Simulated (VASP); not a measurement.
# Li (Fd-3m) in VASP: further runs, part 2 of 2

VASP 6.6.1.

### Step 3. Single point, PBEsol (volume scaled by 1.08)

File INCAR:

```
SYSTEM = Li
ALGO     = Normal         ! electronic algorithm
EDIFF    = 1E-6           ! SCF threshold, eV
ENCUT    = 520            ! plane-wave cutoff, eV
GGA      = PS             ! functional
ISIF     = 2              ! what is computed and relaxed
ISMEAR   = -1             ! smearing method
LASPH    = .TRUE.         ! aspherical terms in the spheres
LCHARG   = .TRUE.         ! write CHGCAR
LELF     = .TRUE.         ! ELF
LREAL    = .FALSE.        ! projectors in reciprocal space
LVHAR    = .TRUE.       
LWAVE    = .FALSE.        ! write WAVECAR
NBANDS   = 10             ! bands
NELM     = 80             ! most SCF steps
PREC     = Accurate       ! precision mode
SIGMA    = 0.1            ! smearing width, eV
```

File KPOINTS:

```
k-points
0
G
  10 10 10
  0 0 0
```

File POSCAR:

```
Li
1.0
    0.0000000000      3.0242060786      3.0242060786
    3.0242060786      0.0000000000      3.0242060786
    3.0242060786      3.0242060786      0.0000000000
Li
2
Direct
    0.1250000000      0.1250000000      0.1250000000
    0.8750000000      0.8750000000      0.8750000000
```

Potentials or basis: VASP PAW PBE potentials, release 64 (Li_sv).

Launch:

```bash
> cat potpaw_PBE.64/Li_sv/POTCAR > POTCAR
> mpirun -np 1 vasp_std > vasp.out
```

OUTCAR:

```text
SYSTEM = Li
   EDIFF = 1E-6
   ENCUT = 520
   GGA = PS
   ISIF = 2
   ISMEAR = -1
   LASPH = .TRUE.
   LREAL = .FALSE.
   NELM = 80
   PREC = Accurate

 ion  position               nearest neighbor table
   1  0.125  0.125  0.125-
   2  0.875  0.875  0.875-

  LATTYP: Found a face centered cubic cell.
 ALAT       =     6.0484121572

  Lattice vectors:

 A1 = (   0.0000000000,   3.0242060786,   3.0242060786)
 A2 = (   3.0242060786,   0.0000000000,   3.0242060786)
 A3 = (   3.0242060786,   3.0242060786,   0.0000000000)

Analysis of symmetry for initial positions (statically):
=====================================================================
 Subroutine PRICEL returns:
 Original cell was already a primitive cell.

 Routine SETGRP: Setting up the symmetry group for a
 face centered cubic supercell.

 Subroutine GETGRP returns: Found 48 space group operations
 (whereof 12 operations were pure point group operations)
 out of a pool of 48 trial point group operations.

The static configuration has the point symmetry D_3d.
 The point group associated with its full space group is O_h .

Analysis of symmetry for dynamics (positions and initial velocities):
[... 161 lines left out ...]
 val. band max:       -0.0962151995   @ k =  -0.3000   0.4000   0.1000
 cond. band min:       0.0176486266   @ k =  -0.3000   0.4000   0.2000
 fundamental gap:      0.1138638261
 Fermi energy:        -0.0295277710

 k-point     1 :       0.0000    0.0000    0.0000
  band No.  band energies     occupation
      1     -47.2100      2.00000
      2     -47.1479      2.00000
      3      -3.2352      2.00000
      4       5.2986      0.00000
      5       5.2987      0.00000
      6       5.2987      0.00000
      7       6.3796      0.00000
      8       6.3796      0.00000
      9       6.3796      0.00000
     10      10.8058      0.00000
[... 287 lines left out ...]
 k-point    24 :       0.4000    0.3000    0.0000
  band No.  band energies     occupation
      1     -47.1927      2.00000
      2     -47.1652      2.00000
      3      -1.5640      2.00000
      4       2.0302      0.00000
      5       2.3316      0.00000
      6       2.5426      0.00000
      7       5.5919      0.00000
      8       6.1259      0.00000
      9      10.5129      0.00000
     10      10.9555      0.00000

 [... further k-points ...]
[... 5 lines left out ...]
  --------------------------------------------------------------------------------------
  -------------------------------------------------------------------------------------
  Total       -0.1604942     -0.1604942     -0.1604942      0.0000000     -0.0000000      0.0000000
  in kB       -4.6484244     -4.6484244     -4.6484244      0.0000000     -0.0000000      0.0000000
  external PRESSURE =      -4.6484244 kB  Pullay stress =       0.0000000 kB

 VOLUME and BASIS-vectors are now :
 -----------------------------------------------------------------------------
  energy-cutoff  :      520.00
  volume of cell :       55.32
      direct lattice vectors                 reciprocal lattice vectors
     0.000000000  3.024206079  3.024206079    -0.165332648  0.165332648  0.165332648
     3.024206079  0.000000000  3.024206079     0.165332648 -0.165332648  0.165332648
     3.024206079  3.024206079  0.000000000     0.165332648  0.165332648 -0.165332648

 POSITION                                       TOTAL-FORCE (eV/Angst)
 -----------------------------------------------------------------------------------
      0.75605      0.75605      0.75605        -0.000000      0.000000     -0.000000
      5.29236      5.29236      5.29236         0.000000     -0.000000      0.000000
 -----------------------------------------------------------------------------------
    total drift:                                0.000000      0.000000     -0.000000

  FREE ENERGIE OF THE ION-ELECTRON SYSTEM (eV)
  ---------------------------------------------------
  free  energy   TOTEN  =        -2.9063499625 eV

  energy  without entropy=       -2.8771920408  energy(sigma->0) =       -2.89177100
```

OSZICAR:

```text
N       E                     dE             d eps       ncg     rms          rms(c)
DAV:   1     0.166087187373E+02    0.16609E+02   -0.30778E+03   940   0.554E+02
DAV:   2     0.176223792789E+00   -0.16432E+02   -0.16051E+02  1156   0.103E+02
DAV:   3    -0.281307330544E+01   -0.29893E+01   -0.29568E+01  1638   0.312E+01
DAV:   4    -0.291346999861E+01   -0.10040E+00   -0.10023E+00  1222   0.639E+00
DAV:   5    -0.291505867612E+01   -0.15887E-02   -0.15886E-02  1320   0.851E-01    0.545E-01
DAV:   6    -0.290931729542E+01    0.57414E-02   -0.21558E-03  1510   0.212E-01    0.296E-01
DAV:   7    -0.290628466046E+01    0.30326E-02   -0.50018E-03  1566   0.310E-01    0.628E-02
DAV:   8    -0.290635171462E+01   -0.67054E-04   -0.94605E-04  1220   0.162E-01    0.169E-02
DAV:   9    -0.290634970605E+01    0.20086E-05   -0.11736E-05  1354   0.253E-02    0.316E-03
DAV:  10    -0.290634996252E+01   -0.25647E-06   -0.80151E-07   778   0.841E-03
   1 F= -.29063500E+01 E0= -.28917710E+01  d E =-.291579E-01
```

stdout:

```text
POSCAR found type information on POSCAR Li
 POSCAR found :  1 types and       2 ions
 scaLAPACK will be used
 -----------------------------------------------------------------------------
|                                                                             |
|                                                                             |
|     You enforced a specific xc type in the INCAR file but a different       |
|     I HOPE YOU KNOW WHAT YOU ARE DOING!                                     |
|                                                                             |
 -----------------------------------------------------------------------------

 LDA part: xc-table for (Slater+PW92), standard interpolation
 POSCAR, INCAR and KPOINTS ok, starting setup
 FFT: planning ... GRIDC
 FFT: planning ... GRID_SOFT
 FFT: planning ... GRID
 WAVECAR not read
 entering main loop
```

It took 40 s on 1 thread of AMD EPYC 7R13, shared host; peak memory 0.14 GiB.

Results:

```yaml
Free_energy: -2.9063 eV
Band_gap_on_the_k_mesh: zero (band 3 reaches 0.49 eV, above the bottom of band 4 at -0.39 eV)
```

Caveat: the cutoff is under 1.25 times the usual one of these potentials, so pressure, stress and relaxed cells hold a basis-set (Pulay) error; the PAW data sets were made with another functional, which shifts forces and pressure a little.

### Step 4. Single point, PBEsol (volume scaled by 1.12)

File INCAR:

```
SYSTEM = Li
ALGO = Normal
EDIFF = 1E-6
ENCUT = 520
GGA = PS
ISIF = 2
ISMEAR = -1
LASPH = .True.
LCHARG = .False.
LREAL = .False.
LWAVE = .False.
NBANDS = 10
NELM = 100
PREC = Accurate
SIGMA = 0.1
```

File KPOINTS:

```
k-points
0
Gamma
  10 10 10
  0 0 0
```

File POSCAR:

```
Li
1.0
    0.0000000000      3.0610902757      3.0610902757
    3.0610902757      0.0000000000      3.0610902757
    3.0610902757      3.0610902757      0.0000000000
Li
2
Direct
    0.1250000000      0.1250000000      0.1250000000
    0.8750000000      0.8750000000      0.8750000000
```

Launch:

```bash
> cat potpaw_PBE.64/Li_sv/POTCAR > POTCAR
> mpirun -np 1 vasp_std > vasp.out
```

Run time: 39 s. Hardware: 1 thread of AMD EPYC 7R13, shared host; peak memory 0.14 GiB.

The run converged. Its results:

- Free energy: -2.9007 eV
- Band gap on the k mesh: zero (band 3 reaches 0.40 eV, above the bottom of band 4 at -0.51 eV)

Levels at points of the mesh, in eV from the Fermi level:
| k point | band 1 | band 2 | band 3 | band 4 | band 5 | band 6 |
| --- | --- | --- | --- | --- | --- | --- |
| (0.00, 0.00, 0.00) | -47.19 | -47.13 | -3.14 | 5.21 | 5.21 | 5.21 |
| (0.50, 0.00, 0.00) | -47.17 | -47.15 | -1.06 | -0.38 | 3.95 | 3.95 |
| (0.50, 0.50, 0.00) | -47.16 | -47.16 | 0.10 | 0.10 | 2.13 | 2.13 |

Caveat: the cutoff is under 1.25 times the usual one of these potentials, so pressure, stress and relaxed cells hold a basis-set (Pulay) error; the PAW data sets were made with another functional, which shifts forces and pressure a little.

### Step 5. Overview

```csv
cell,gap on the mesh (eV)
"a = 4.223 Å, angles 60.0°, 2 atoms",none
"a = 4.277 Å, angles 60.0°, 2 atoms",none
"a = 4.329 Å, angles 60.0°, 2 atoms",none
```

Alike in all rows: task single point; level PBEsol; potentials or basis VASP PAW PBE potentials, release 64 (Li_sv); no spin polarisation; k mesh 10 × 10 × 10; cutoff (eV) 520; smearing fermi-dirac 0.1 eV.

Caveats: the cutoff is under 1.25 times the usual one of these potentials, so pressure, stress and relaxed cells hold a basis-set (Pulay) error; the PAW data sets were made with another functional, which shifts forces and pressure a little.

Absolute energies hang on the potentials; compare differences alone.
